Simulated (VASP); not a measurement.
# AgBr (Fm-3m) in VASP: a series of runs

Runs on AgBr. Level: PBE. Tasks: electric field gradients.

Program: VASP 6.6.1. These are calculated values, not measurements. Logs are shortened: lines on timing, memory, paths and dates and some standing lists are left out, and cuts for length are marked.

## 1. The cell of the first run

The structure is cubic, space group Fm-3m (No. 225). Conventional cell: a = 5.674 Å, b = 5.674 Å, c = 5.674 Å, α = 90.00°, β = 90.00°, γ = 90.00°. Within 3.7 Å of Ag (site symmetry m-3m) lie 6 Br at 2.84 Å. Br (site symmetry m-3m) has 6 Ag at 2.84 Å within 3.7 Å.

## 2. Electric field gradients, PBE (volume scaled by 0.95)

INCAR reads:

```
PREC     = Accurate       # precision mode
ENCUT    = 400            # plane-wave cutoff, eV
EDIFF    = 1E-8           # SCF threshold, eV
ISMEAR   = -1             # smearing method
SIGMA    = 0.02           # smearing width, eV
LREAL    = F              # projectors in reciprocal space
LASPH    = T              # aspherical terms in the spheres
NELM     = 120            # most SCF steps
ALGO     = Normal         # electronic algorithm
ISIF     = 2              # what is computed and relaxed
LWAVE    = F              # write WAVECAR
LCHARG   = F              # write CHGCAR
GGA      = PE             # functional
LEFG     = T            
NBANDS   = 16             # bands
GGA_COMPAT= F
```

KPOINTS reads:

```
Automatic mesh
0
Gamma
  7 7 7
```

POSCAR reads:

```
AgBr
1.0
    0.0000000000      2.8371244466      2.8371244466
    2.8371244466      0.0000000000      2.8371244466
    2.8371244466      2.8371244466      0.0000000000
Ag Br
1 1
Direct
    0.5000000000      0.5000000000      0.5000000000
    0.0000000000      0.0000000000      0.0000000000
```

Potentials or basis: VASP PAW PBE potentials, release 64 (Ag, Br).

Run with:

```bash
cat potpaw_PBE.64/Ag/POTCAR potpaw_PBE.64/Br/POTCAR > POTCAR
mpirun -np 1 vasp_std > vasp.out
```

OUTCAR:

```text
PREC = Accurate
   ENCUT = 400
   EDIFF = 1E-8
   ISMEAR = -1
   LREAL = F
   LASPH = T
   NELM = 120
   ISIF = 2
   GGA = PE

 ion  position               nearest neighbor table
   1  0.500  0.500  0.500-   2 2.84   2 2.84   2 2.84   2 2.84   2 2.84   2 2.84
   2  0.000  0.000  0.000-   1 2.84   1 2.84   1 2.84   1 2.84   1 2.84   1 2.84

  LATTYP: Found a face centered cubic cell.
 ALAT       =     5.6742488932

  Lattice vectors:

 A1 = (   0.0000000000,   2.8371244466,   2.8371244466)
 A2 = (   2.8371244466,   0.0000000000,   2.8371244466)
 A3 = (   2.8371244466,   2.8371244466,   0.0000000000)

Analysis of symmetry for initial positions (statically):
=====================================================================
 Subroutine PRICEL returns:
 Original cell was already a primitive cell.

 Routine SETGRP: Setting up the symmetry group for a
 face centered cubic supercell.

 Subroutine GETGRP returns: Found 48 space group operations
 (whereof 48 operations were pure point group operations)
 out of a pool of 48 trial point group operations.

The static configuration has the point symmetry O_h .

Analysis of symmetry for dynamics (positions and initial velocities):
=====================================================================
 Subroutine PRICEL returns:
 Original cell was already a primitive cell.

 Routine SETGRP: Setting up the symmetry group for a
 face centered cubic supercell.

 Subroutine GETGRP returns: Found 48 space group operations
 (whereof 48 operations were pure point group operations)
 out of a pool of 48 trial point group operations.

The dynamic configuration has the point symmetry O_h .

 Subroutine INISYM returns: Found 48 space group operations
 (whereof 48 operations are pure point group operations),
 and found     1 'primitive' translations

----------------------------------------------------------------------------------------

                                     Primitive cell

  volume of cell :      45.6736

  direct lattice vectors                    reciprocal lattice vectors
     0.000000000  2.837124447  2.837124447    -0.176234779  0.176234779  0.176234779
[... 118 lines left out ...]

 number of electron      18.0000006 magnetization

 Free energy of the ion-electron system (eV)
  ---------------------------------------------------
  ext. energy  EPLUGINS =         0.00000000
  ---------------------------------------------------
  free energy    TOTEN  =        -4.94975735 eV

  energy without entropy =       -4.94975735  energy(sigma->0) =       -4.94975735

 E-fermi :   4.3823     XC(G=0): -10.0389

 val. band max:        3.9800018337   @ k =   0.4286   0.0000   0.0000
 cond. band min:       4.7251296608   @ k =   0.0000   0.0000   0.0000
 fundamental gap:      0.7451278270
 Fermi energy:         4.3822723222

 k-point     1 :       0.0000    0.0000    0.0000
  band No.  band energies     occupation
      1     -11.2569      2.00000
      2       1.1048      2.00000
      3       1.1048      2.00000
      4       1.1048      2.00000
      5       1.1057      2.00000
      6       1.1057      2.00000
[... 357 lines left out ...]
      3      -0.2177      2.00000
      4      -0.0851      2.00000
      5       1.4052      2.00000
      6       1.5022      2.00000
[... 8 lines left out ...]
     15      16.8867      0.00000
     16      19.4583      0.00000

------------------------ aborting loop because EDIFF is reached ----------------------------------------

  FORCE on cell =-STRESS in cart. coord.  units (eV):
  Direction    XX          YY          ZZ          XY          YZ          ZX
  --------------------------------------------------------------------------------------
  -------------------------------------------------------------------------------------
  Total        1.1407681      1.1407681      1.1407681     -0.0000000      0.0000000      0.0000000
  in kB       40.0168405     40.0168405     40.0168405     -0.0000000      0.0000000      0.0000000
  external PRESSURE =      40.0168405 kB  Pullay stress =       0.0000000 kB

 VOLUME and BASIS-vectors are now :
 -----------------------------------------------------------------------------
  energy-cutoff  :      400.00
  volume of cell :       45.67
      direct lattice vectors                 reciprocal lattice vectors
     0.000000000  2.837124447  2.837124447    -0.176234779  0.176234779  0.176234779
     2.837124447  0.000000000  2.837124447     0.176234779 -0.176234779  0.176234779
     2.837124447  2.837124447  0.000000000     0.176234779  0.176234779 -0.176234779

 POSITION                                       TOTAL-FORCE (eV/Angst)
 -----------------------------------------------------------------------------------
      2.83712      2.83712      2.83712        -0.000000      0.000000     -0.000000
      0.00000      0.00000      0.00000         0.000000     -0.000000      0.000000
 -----------------------------------------------------------------------------------
    total drift:                                0.000000      0.000000      0.000000

  FREE ENERGIE OF THE ION-ELECTRON SYSTEM (eV)
  ---------------------------------------------------
  free  energy   TOTEN  =        -4.9497573533 eV

  energy  without entropy=       -4.9497573531  energy(sigma->0) =       -4.94975735

 Electric field gradients (V/A^2)
---------------------------------------------------------------------
 ion       V_xx      V_yy      V_zz      V_xy      V_xz      V_yz
---------------------------------------------------------------------
   1       0.000     0.000     0.000    -0.002    -0.002    -0.002
   2       0.000     0.000    -0.000    -0.000    -0.000    -0.000
---------------------------------------------------------------------

 Electric field gradients after diagonalization (V/A^2)
 (convention: |V_zz| > |V_xx| > |V_yy|)
----------------------------------------------------------------------
 ion       V_xx      V_yy      V_zz     asymmetry (V_yy - V_xx)/ V_zz
----------------------------------------------------------------------
   1       0.002     0.002    -0.003       0.000
   2       0.000     0.000    -0.000       0.000
----------------------------------------------------------------------

           NMR quadrupolar parameters

 Cq : quadrupolar parameter    Cq=e*Q*V_zz/h
 eta: asymmetry parameters     (V_yy - V_xx)/ V_zz
 Q  : nuclear electric quadrupole moment in mb (millibarn)
----------------------------------------------------------------------
 ion       Cq(MHz)       eta       Q (mb)
----------------------------------------------------------------------
   1      -0.000       0.000       1.000
   2      -0.000       0.000       1.000
----------------------------------------------------------------------
```

stdout:

```text
POSCAR found type information on POSCAR AgBr
 POSCAR found :  2 types and       2 ions
 scaLAPACK will be used
 LDA part: xc-table for (Slater+PW92), standard interpolation
 POSCAR, INCAR and KPOINTS ok, starting setup
 FFT: planning ... GRIDC
 FFT: planning ... GRID_SOFT
 FFT: planning ... GRID
 WAVECAR not read
 entering main loop
ion   1

ion   2
```

Run time: 7.1 s. Hardware: 1 thread of Intel Xeon 6975P-C (Granite Rapids), shared host; peak memory 0.15 GiB.

What came out:

```
Free energy            : -4.9498 eV
Pressure               : 4.0 GPa
Band gap on the k mesh : 0.75 eV, indirect (least direct gap 2.73 eV)
```

Caveat: without QUAD_EFG the Cq values of the log hold for a quadrupole moment of 1 mb, not for the nuclei.

## 3. Electric field gradients, PBE (volume scaled by 0.975)

INCAR reads:

```
SYSTEM = AgBr
  ALGO = Normal
  EDIFF = 1E-8
  ENCUT = 400
  GGA = PE
  GGA_COMPAT = .FALSE.
  ISIF = 2
  ISMEAR = -1
  LASPH = .TRUE.
  LCHARG = .FALSE.
  LEFG = .TRUE.
  LREAL = .FALSE.
  LWAVE = .FALSE.
  NBANDS = 16
  NELM = 120
  PREC = Accurate
  SIGMA = 0.02
```

KPOINTS reads:

```
k-points
0
G
  7 7 7
  0 0 0
```

POSCAR reads:

```
AgBr
1.0
    0.0000000000      2.8617963323      2.8617963323
    2.8617963323      0.0000000000      2.8617963323
    2.8617963323      2.8617963323      0.0000000000
Ag Br
1 1
Direct
    0.5000000000      0.5000000000      0.5000000000
    0.0000000000      0.0000000000      0.0000000000
```

Potentials or basis: VASP PAW PBE potentials, release 64 (Ag, Br).

Run with:

```bash
cat potpaw_PBE.64/Ag/POTCAR potpaw_PBE.64/Br/POTCAR > POTCAR
mpirun -np 1 vasp_std > vasp.out
```

OUTCAR:

```text
SYSTEM = AgBr
   EDIFF = 1E-8
   ENCUT = 400
   GGA = PE
   ISIF = 2
   ISMEAR = -1
   LASPH = .TRUE.
   LREAL = .FALSE.
   NELM = 120
   PREC = Accurate

 ion  position               nearest neighbor table
   1  0.500  0.500  0.500-   2 2.86   2 2.86   2 2.86   2 2.86   2 2.86   2 2.86
   2  0.000  0.000  0.000-   1 2.86   1 2.86   1 2.86   1 2.86   1 2.86   1 2.86

  LATTYP: Found a face centered cubic cell.
 ALAT       =     5.7235926646

  Lattice vectors:

 A1 = (   0.0000000000,   2.8617963323,   2.8617963323)
 A2 = (   2.8617963323,   0.0000000000,   2.8617963323)
 A3 = (   2.8617963323,   2.8617963323,   0.0000000000)

Analysis of symmetry for initial positions (statically):
=====================================================================
 Subroutine PRICEL returns:
 Original cell was already a primitive cell.

 Routine SETGRP: Setting up the symmetry group for a
 face centered cubic supercell.

 Subroutine GETGRP returns: Found 48 space group operations
 (whereof 48 operations were pure point group operations)
 out of a pool of 48 trial point group operations.

The static configuration has the point symmetry O_h .

Analysis of symmetry for dynamics (positions and initial velocities):
=====================================================================
 Subroutine PRICEL returns:
 Original cell was already a primitive cell.

 Routine SETGRP: Setting up the symmetry group for a
 face centered cubic supercell.

 Subroutine GETGRP returns: Found 48 space group operations
 (whereof 48 operations were pure point group operations)
 out of a pool of 48 trial point group operations.

The dynamic configuration has the point symmetry O_h .

 Subroutine INISYM returns: Found 48 space group operations
 (whereof 48 operations are pure point group operations),
 and found     1 'primitive' translations

----------------------------------------------------------------------------------------

                                     Primitive cell

  volume of cell :      46.8755

  direct lattice vectors                    reciprocal lattice vectors
     0.000000000  2.861796332  2.861796332    -0.174715438  0.174715438  0.174715438
     2.861796332  0.000000000  2.861796332     0.174715438 -0.174715438  0.174715438
     2.861796332  2.861796332  0.000000000     0.174715438  0.174715438 -0.174715438

  length of vectors
     4.047191186  4.047191186  4.047191186     0.302616016  0.302616016  0.302616016

  position of ions in fractional coordinates (direct lattice)
     0.500000000  0.500000000  0.500000000
     0.000000000  0.000000000  0.000000000

  ion indices of the primitive-cell ions
   primitive index   ion index
                 1           1
                 2           2

----------------------------------------------------------------------------------------

 KPOINTS: k-points

Automatic generation of k-mesh.
 Grid dimensions read from file:
 generate k-points for:    7    7    7
[... 65 lines left out ...]
   ISIF   =      2    stress and relaxation
   ISYM   =      2    0-nonsym 1-usesym 2-fastsym
   POTIM  = 0.5000    time-step for ionic-motion
   TEBEG  =    0.0;   TEEND  =   0.0 temperature during run
   PSTRESS=    0.0 pullay stress
   NELECT =      18.0000    total number of electrons
   NUPDOWN=      -1.0000    fix difference up-down
   EMIN   =  10.00;   EMAX   =-10.00  energy-range for DOS
   EFERMI =   0.00;   METHOD = LEGACY
   ISMEAR =    -1;   SIGMA  =   0.02  broadening in eV -4-tet -1-fermi 0-gaus
   EFERMI_NEDOS =   21; number of points for ismear=-14 and -15
   IALGO  =     38    algorithm
   IMIX   =      4    mixing-type and parameters
     AMIX     =   0.40;   BMIX     =  1.00
     AMIX_MAG =   1.60;   BMIX_MAG =  1.00
  volume/ion in A,a.u.               =      23.44       158.17
  Fermi-wavevector in a.u.,A,eV,Ry     =   1.189918  2.248619 19.264547  1.415904
  Thomas-Fermi vector in A             =   2.326014
   LORBIT       =      0    0 simple, 1 ext, 2 COOP (PROOUT), +10 PAW based schemes
   GGA     = PE    functional components
   LHFCALC =     F    Hartree Fock is set to
   AEXX    =    0.0000 exact exchange contribution
   IVDW    =     0    specifies the selected vdW correction
   LEPSILON=     F    determine dielectric tensor
   LRPA    =     F    only Hartree local field effects (RPA)
 non-spin polarized calculation
  energy-cutoff  :      400.00
  volume of cell :       46.88
 maximum number of plane-waves:       877
   NGX = 13   NGY = 13   NGZ = 13

 number of electron      18.0000002 magnetization

 Free energy of the ion-electron system (eV)
  ---------------------------------------------------
  ext. energy  EPLUGINS =         0.00000000
  ---------------------------------------------------
  free energy    TOTEN  =        -4.97587701 eV

  energy without entropy =       -4.97587701  energy(sigma->0) =       -4.97587701

 E-fermi :   4.0576     XC(G=0):  -9.9053

 val. band max:        3.6559827255   @ k =   0.4286   0.0000   0.0000
 cond. band min:       4.3993866560   @ k =   0.0000   0.0000   0.0000
 fundamental gap:      0.7434039305
 Fermi energy:         4.0576211466

 k-point     1 :       0.0000    0.0000    0.0000
  band No.  band energies     occupation
      1     -11.4102      2.00000
      2       0.8944      2.00000
      3       0.8944      2.00000
      4       0.8944      2.00000
      5       0.8946      2.00000
      6       0.8946      2.00000
[... 357 lines left out ...]
      3      -0.3591      2.00000
      4      -0.2420      2.00000
      5       1.1733      2.00000
      6       1.2672      2.00000
[... 8 lines left out ...]
     15      16.5134      0.00000
     16      19.0289      0.00000

------------------------ aborting loop because EDIFF is reached ----------------------------------------

  FORCE on cell =-STRESS in cart. coord.  units (eV):
  Direction    XX          YY          ZZ          XY          YZ          ZX
  --------------------------------------------------------------------------------------
  -------------------------------------------------------------------------------------
  Total        0.7423039      0.7423039      0.7423039      0.0000000      0.0000000      0.0000000
  in kB       25.3714996     25.3714996     25.3714996      0.0000000      0.0000000      0.0000000
  external PRESSURE =      25.3714996 kB  Pullay stress =       0.0000000 kB

 VOLUME and BASIS-vectors are now :
 -----------------------------------------------------------------------------
  energy-cutoff  :      400.00
  volume of cell :       46.88
      direct lattice vectors                 reciprocal lattice vectors
     0.000000000  2.861796332  2.861796332    -0.174715438  0.174715438  0.174715438
     2.861796332  0.000000000  2.861796332     0.174715438 -0.174715438  0.174715438
     2.861796332  2.861796332  0.000000000     0.174715438  0.174715438 -0.174715438

 POSITION                                       TOTAL-FORCE (eV/Angst)
 -----------------------------------------------------------------------------------
      2.86180      2.86180      2.86180         0.000000      0.000000      0.000000
      0.00000      0.00000      0.00000        -0.000000     -0.000000     -0.000000
 -----------------------------------------------------------------------------------
    total drift:                                0.000000      0.000000      0.000000

  FREE ENERGIE OF THE ION-ELECTRON SYSTEM (eV)
  ---------------------------------------------------
  free  energy   TOTEN  =        -4.9758770103 eV

  energy  without entropy=       -4.9758770101  energy(sigma->0) =       -4.97587701

 Electric field gradients (V/A^2)
---------------------------------------------------------------------
 ion       V_xx      V_yy      V_zz      V_xy      V_xz      V_yz
---------------------------------------------------------------------
   1      -0.000     0.000     0.000    -0.002    -0.002    -0.002
   2       0.000     0.000     0.000     0.000     0.000     0.000
---------------------------------------------------------------------

 Electric field gradients after diagonalization (V/A^2)
 (convention: |V_zz| > |V_xx| > |V_yy|)
----------------------------------------------------------------------
 ion       V_xx      V_yy      V_zz     asymmetry (V_yy - V_xx)/ V_zz
----------------------------------------------------------------------
   1       0.002     0.002    -0.003       0.000
   2      -0.000    -0.000     0.000       0.000
----------------------------------------------------------------------

           NMR quadrupolar parameters

 Cq : quadrupolar parameter    Cq=e*Q*V_zz/h
 eta: asymmetry parameters     (V_yy - V_xx)/ V_zz
 Q  : nuclear electric quadrupole moment in mb (millibarn)
----------------------------------------------------------------------
 ion       Cq(MHz)       eta       Q (mb)
----------------------------------------------------------------------
   1      -0.000       0.000       1.000
   2       0.000       0.000       1.000
----------------------------------------------------------------------
```

OSZICAR:

```text
N       E                     dE             d eps       ncg     rms          rms(c)
DAV:   1     0.758769818488E+02    0.75877E+02   -0.72630E+03   640   0.814E+02
DAV:   2    -0.291690109989E+01   -0.78794E+02   -0.72207E+02   784   0.188E+02
DAV:   3    -0.508397386892E+01   -0.21671E+01   -0.21626E+01   776   0.320E+01
DAV:   4    -0.509203654135E+01   -0.80627E-02   -0.80623E-02   784   0.225E+00
DAV:   5    -0.509210333544E+01   -0.66794E-04   -0.66794E-04   776   0.197E-01    0.615E+00
DAV:   6    -0.498009404269E+01    0.11201E+00   -0.17833E-01   760   0.597E+00    0.401E+00
DAV:   7    -0.497580313205E+01    0.42909E-02   -0.59887E-02   712   0.161E+00    0.160E+00
DAV:   8    -0.497583704222E+01   -0.33910E-04   -0.39062E-03   712   0.616E-01    0.251E-01
DAV:   9    -0.497585011378E+01   -0.13072E-04   -0.49984E-04   832   0.222E-01    0.328E-02
DAV:  10    -0.497587045343E+01   -0.20340E-04   -0.30735E-05   816   0.709E-02    0.200E-02
DAV:  11    -0.497587724215E+01   -0.67887E-05   -0.12480E-05   728   0.279E-02    0.579E-03
DAV:  12    -0.497587709475E+01    0.14739E-06   -0.85231E-07   752   0.805E-03    0.192E-03
DAV:  13    -0.497587701919E+01    0.75563E-07   -0.13290E-07   784   0.354E-03    0.289E-04
DAV:  14    -0.497587701030E+01    0.88874E-08   -0.19759E-08   784   0.107E-03
   1 F= -.49758770E+01 E0= -.49758770E+01  d E =-.207303E-09
```

stdout:

```text
POSCAR found type information on POSCAR AgBr
 POSCAR found :  2 types and       2 ions
 scaLAPACK will be used
 LDA part: xc-table for (Slater+PW92), standard interpolation
 POSCAR, INCAR and KPOINTS ok, starting setup
 FFT: planning ... GRIDC
 FFT: planning ... GRID_SOFT
 FFT: planning ... GRID
 WAVECAR not read
 entering main loop
ion   1

ion   2
```

Wall time 6.7 s (1 thread of Intel Xeon 6975P-C (Granite Rapids), shared host); peak memory 0.15 GiB.

Results:

* Free energy: -4.9759 eV
* Pressure: 2.5 GPa
* Band gap on the k mesh: 0.74 eV, indirect (least direct gap 2.64 eV)

Caveat: without QUAD_EFG the Cq values of the log hold for a quadrupole moment of 1 mb, not for the nuclei. A k mesh can miss the band edges.

(Part 1 of 2 ends here.)
